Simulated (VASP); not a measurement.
# MnSn2 (I4/mcm) in VASP: notebook

Runs on MnSn2. Level: PBEsol. Tasks: single point.

Everything below comes from runs of VASP 6.6.1. Logs are shortened: lines on timing, memory, paths and dates and some standing lists are left out, and cuts for length are marked.

### Step 1. The cell of the first run

Symmetry: I4/mcm, No. 140, tetragonal system. Conventional cell: a = 6.646 Å, b = 6.646 Å, c = 5.425 Å, α = 90.00°, β = 90.00°, γ = 90.00°. Within 3.6 Å of Mn (site symmetry 422) lie 2 Mn at 2.71 Å and 8 Sn at 2.84 Å. Within 3.7 Å of Sn (site symmetry m2m) lie 4 Mn at 2.84 Å and 11 Sn at 2.99 to 3.54 Å.

### Step 2. Single point, PBEsol, collinear spin

Input file INCAR:

```
  PREC = Accurate
  ENCUT = 500
  EDIFF = 1E-6
  ISMEAR = 0
  SIGMA = 0.1
  LREAL = F
  LASPH = T
  NELM = 200
  ALGO = Normal
  ISIF = 2
  LWAVE = F
  LCHARG = F
  ISPIN = 2
  MAGMOM = 0.97 0.97 -0.07 -0.07 -0.07 -0.07
  LORBIT = 11
  NUPDOWN = 1.25
  LMAXMIX = 4
  GGA = PS
  NBANDS = 54
  GGA_COMPAT = F
  KPAR = 4
```

Input file KPOINTS:

```
regular mesh
0
Gamma
  8 8 8
```

Input file POSCAR:

```
MnSn2
1.0
   -3.3230000000      3.3230000000      2.7125000000
    3.3230000000     -3.3230000000      2.7125000000
    3.3230000000      3.3230000000     -2.7125000000
Mn Sn
2 4
Direct
    0.7500000000      0.7500000000      0.0000000000
    0.2500000000      0.2500000000      0.0000000000
    0.1590000000      0.6590000000      0.8180000000
    0.6590000000      0.8410000000      0.5000000000
    0.8410000000      0.3410000000      0.1820000000
    0.3410000000      0.1590000000      0.5000000000
```

Potentials or basis: VASP PAW PBE potentials, release 64 (Mn_pv, Sn_d).

Started as:

```bash
> cat potpaw_PBE.64/Mn_pv/POTCAR potpaw_PBE.64/Sn_d/POTCAR > POTCAR
> mpirun -np 4 vasp_std > vasp.out
```

OUTCAR:

```text
PREC = Accurate
   ENCUT = 500
   EDIFF = 1E-6
   ISMEAR = 0
   LREAL = F
   LASPH = T
   NELM = 200
   ISIF = 2
   ISPIN = 2
   LORBIT = 11
   NUPDOWN = 1.25
   GGA = PS

 ion  position               nearest neighbor table
   1  0.750  0.750  0.000-   2 2.71   2 2.71   6 2.84   3 2.84   4 2.84   5 2.84   4 2.84   6 2.84
                             3 2.84   5 2.84
   2  0.250  0.250  0.000-   1 2.71   1 2.71   5 2.84   3 2.84   5 2.84   6 2.84   6 2.84   3 2.84
                             4 2.84   4 2.84
   3  0.159  0.659  0.818-   1 2.84   2 2.84   1 2.84   2 2.84   5 2.99   5 3.21   5 3.21   6 3.44
                             4 3.44   4 3.44   6 3.44   6 3.54   4 3.54   4 3.54   6 3.54
   4  0.659  0.841  0.500-   2 2.84   1 2.84   1 2.84   2 2.84   6 2.99   6 3.21   6 3.21   3 3.44
                             5 3.44   3 3.44   5 3.44   5 3.54   5 3.54   3 3.54   3 3.54
   5  0.841  0.341  0.182-   1 2.84   2 2.84   1 2.84   2 2.84   3 2.99   3 3.21   3 3.21   4 3.44
                             6 3.44   6 3.44   4 3.44   4 3.54   6 3.54   6 3.54   4 3.54
   6  0.341  0.159  0.500-   1 2.84   2 2.84   2 2.84   1 2.84   4 2.99   4 3.21   4 3.21   3 3.44
                             5 3.44   3 3.44   5 3.44   5 3.54   5 3.54   3 3.54   3 3.54

  LATTYP: Found a body centered tetragonal cell.
 ALAT       =     6.6460000000
 C/A-ratio  =     0.8162804695

  Lattice vectors:

 A1 = (  -3.3230000000,   3.3230000000,   2.7125000000)
 A2 = (   3.3230000000,  -3.3230000000,   2.7125000000)
 A3 = (   3.3230000000,   3.3230000000,  -2.7125000000)

Analysis of symmetry for initial positions (statically):
=====================================================================
 Subroutine PRICEL returns:
 Original cell was already a primitive cell.

 Routine SETGRP: Setting up the symmetry group for a
 body centered tetragonal supercell.

 Subroutine GETGRP returns: Found 16 space group operations
 (whereof  8 operations were pure point group operations)
 out of a pool of 16 trial point group operations.

The static configuration has the point symmetry C_4h.
 The point group associated with its full space group is D_4h.

Analysis of symmetry for dynamics (positions and initial velocities):
=====================================================================
 Subroutine PRICEL returns:
 Original cell was already a primitive cell.

 Routine SETGRP: Setting up the symmetry group for a
 body centered tetragonal supercell.

 Subroutine GETGRP returns: Found 16 space group operations
 (whereof  8 operations were pure point group operations)
 out of a pool of 16 trial point group operations.

The dynamic configuration has the point symmetry C_4h.
 The point group associated with its full space group is D_4h.

Analysis of structural, dynamic, and magnetic symmetry:
=====================================================================
 Subroutine PRICEL returns:
 Original cell was already a primitive cell.
[... 161 lines left out ...]
  free energy    TOTEN  =       -35.80667134 eV

  energy without entropy =      -35.76296017  energy(sigma->0) =      -35.78481576

 E-fermi :   9.3610     XC(G=0): -11.6110

 val. band max:        9.3564647251   @ k =  -0.2500  -0.3750   0.2500
 cond. band min:       8.9630654674   @ k =   0.2500   0.0000  -0.0000
 fundamental gap:     -0.3933992577
 Fermi energy:         8.9594796645

 spin component 1

 k-point     1 :       0.0000    0.0000    0.0000
  band No.  band energies     occupation
      1     -38.9992      1.00000
      2     -38.8367      1.00000
      3     -38.6285      1.00000
      4     -38.6285      1.00000
      5     -38.6115      1.00000
      6     -38.6115      1.00000
[... 1333 lines left out ...]
     52      13.7930      0.00000
     53      14.7791      0.00000

 [... further k-points ...]

 spin component 2

 k-point     1 :       0.0000    0.0000    0.0000
  band No.  band energies     occupation
      1     -37.9576      1.00000
      2     -37.7869      1.00000
      3     -37.7422      1.00000
      4     -37.7422      1.00000
      5     -37.7245      1.00000
      6     -37.7245      1.00000
[... 1333 lines left out ...]
     52      13.8015      0.00000
     53      14.8183      0.00000

 [... further k-points ...]

 [bands above 53 left out]

------------------------ aborting loop because EDIFF is reached ----------------------------------------

  FORCE on cell =-STRESS in cart. coord.  units (eV):
  Direction    XX          YY          ZZ          XY          YZ          ZX
  --------------------------------------------------------------------------------------
  -------------------------------------------------------------------------------------
  Total       -6.6116162     -6.6116162     -7.7516901      0.0000000      0.0000000      0.0000000
  in kB      -88.4153756    -88.4153756   -103.6612793      0.0000000      0.0000000      0.0000000
  external PRESSURE =     -93.4973435 kB  Pullay stress =       0.0000000 kB

 VOLUME and BASIS-vectors are now :
 -----------------------------------------------------------------------------
  energy-cutoff  :      500.00
  volume of cell :      119.81
      direct lattice vectors                 reciprocal lattice vectors
    -3.323000000  3.323000000  2.712500000     0.000000000  0.150466446  0.184331797
     3.323000000 -3.323000000  2.712500000     0.150466446  0.000000000  0.184331797
     3.323000000  3.323000000 -2.712500000     0.150466446  0.150466446  0.000000000

 POSITION                                       TOTAL-FORCE (eV/Angst)
 -----------------------------------------------------------------------------------
      0.00000      0.00000      4.06875        -0.000000     -0.000000      0.000000
      0.00000      0.00000      1.35625        -0.000000     -0.000000      0.000000
      4.37971      1.05671      0.00000         0.262513      0.262513     -0.000000
      2.26629      1.05671      2.71250        -0.262513      0.262513      0.000000
     -1.05671      2.26629      2.71250        -0.262513     -0.262513      0.000000
      1.05671      2.26629      0.00000         0.262513     -0.262513      0.000000
 -----------------------------------------------------------------------------------
    total drift:                               -0.000000     -0.000000      0.000000

  FREE ENERGIE OF THE ION-ELECTRON SYSTEM (eV)
  ---------------------------------------------------
  free  energy   TOTEN  =       -35.8066713436 eV

  energy  without entropy=      -35.7629601704  energy(sigma->0) =      -35.78481576

 total charge

# of ion       s       p       d       tot
------------------------------------------
    1        0.272   6.214   5.166  11.652
    2        0.272   6.214   5.166  11.652
    3        1.173   1.085  10.013  12.271
    4        1.173   1.085  10.013  12.271
    5        1.173   1.085  10.013  12.271
    6        1.173   1.085  10.013  12.271
--------------------------------------------------
tot          5.235  16.767  50.385  72.387

 magnetization (x)

# of ion       s       p       d       tot
------------------------------------------
    1        0.002  -0.004   0.882   0.880
    2        0.002  -0.004   0.882   0.880
    3       -0.011  -0.066  -0.005  -0.081
    4       -0.011  -0.066  -0.005  -0.081
    5       -0.011  -0.066  -0.005  -0.081
    6       -0.011  -0.066  -0.005  -0.081
--------------------------------------------------
tot         -0.039  -0.271   1.746   1.435
```

Run time: 4.9 min. Hardware: 4 MPI ranks of Intel Xeon Platinum 8259CL at 2.50GHz (Skylake/Cascade Lake), shared host; peak memory 0.63 GiB.

What came out:

```
Free energy                                           : -35.8067 eV
Pressure                                              : -9.3 GPa
Largest force                                         : 0.371 eV/Å
Net moment                                            : 1.25 μB per cell
Site moments                                          : Mn +0.88; Sn -0.08 μB
Valence electrons inside the program's atomic spheres : Mn 11.65; Sn 12.27
```

Forces in eV/Å, atoms in the order of the input:
```
Mn   0.000  0.000  0.000
Mn   0.000  0.000  0.000
Sn   0.263  0.263  0.000
Sn  -0.263  0.263  0.000
Sn  -0.263 -0.263  0.000
Sn   0.263 -0.263  0.000
```

Caveat: the cell stands under tension; the PAW data sets were made with another functional, which shifts forces and pressure a little; spin-orbit coupling is left out, which moves the levels of the heavy elements; the total moment is fixed, so each spin has its own Fermi level and the state may be an excited one.

### Step 3. Single point, PBEsol, collinear spin, ferromagnetic start

Input file INCAR:

```
SYSTEM = MnSn2
PREC     = Accurate       ! precision mode
ENCUT    = 500            ! plane-wave cutoff, eV
EDIFF    = 1E-6           ! SCF threshold, eV
ISMEAR   = 0              ! smearing method
SIGMA    = 0.1            ! smearing width, eV
LREAL    = .False.        ! projectors in reciprocal space
LASPH    = .True.         ! aspherical terms in the spheres
NELM     = 200            ! most SCF steps
ALGO     = Normal         ! electronic algorithm
ISIF     = 2              ! what is computed and relaxed
LWAVE    = .False.        ! write WAVECAR
LCHARG   = .False.        ! write CHGCAR
ISPIN    = 2              ! spin polarisation
MAGMOM   = 4.05 4.05 0.13 0.13 0.13 0.13 ! initial moments
LORBIT   = 11             ! projections on sites
NUPDOWN  = 8.75           ! fixed moment
LMAXMIX  = 4              ! l up to which the mixer works
GGA      = PS             ! functional
NBANDS   = 54             ! bands
GGA_COMPAT= .False.      
KPAR     = 4
```

Input file KPOINTS:

```
Automatic mesh
0
Gamma
  8 8 8
  0 0 0
```

POSCAR is that of step 2.

Potentials or basis: VASP PAW PBE potentials, release 64 (Mn_pv, Sn_d).

Started as:

```bash
> cat potpaw_PBE.64/Mn_pv/POTCAR potpaw_PBE.64/Sn_d/POTCAR > POTCAR
> mpirun -np 4 vasp_std > vasp.out
```

Run time: 4 min. Hardware: 4 MPI ranks of AMD EPYC 7R13 (Zen 3), shared host; peak memory 0.6 GiB.

Results (log left out):

```yaml
Free_energy: -35.0058 eV
Pressure: 6.5 GPa
Largest_force: 0.308 eV/Å
Net_moment: 8.75 μB per cell
Site_moments: Mn +3.67; Sn +0.14 μB
Valence_electrons_inside_the_program's_atomic_spheres: Mn 11.58; Sn 12.33
```

Forces on the atoms (eV/Å):
```
Mn   0.000  0.000  0.000
Mn   0.000  0.000  0.000
Sn   0.218  0.218  0.000
Sn  -0.218  0.218  0.000
Sn  -0.218 -0.218  0.000
Sn   0.218 -0.218  0.000
```

Stress tensor (GPa, compression positive):
```
6.41 0.00 0.00
0.00 6.41 0.00
0.00 0.00 6.70
```

Caveat: the cell stands under pressure; the PAW data sets were made with another functional, which shifts forces and pressure a little; spin-orbit coupling is left out, which moves the levels of the heavy elements; the total moment is fixed, so each spin has its own Fermi level and the state may be an excited one.
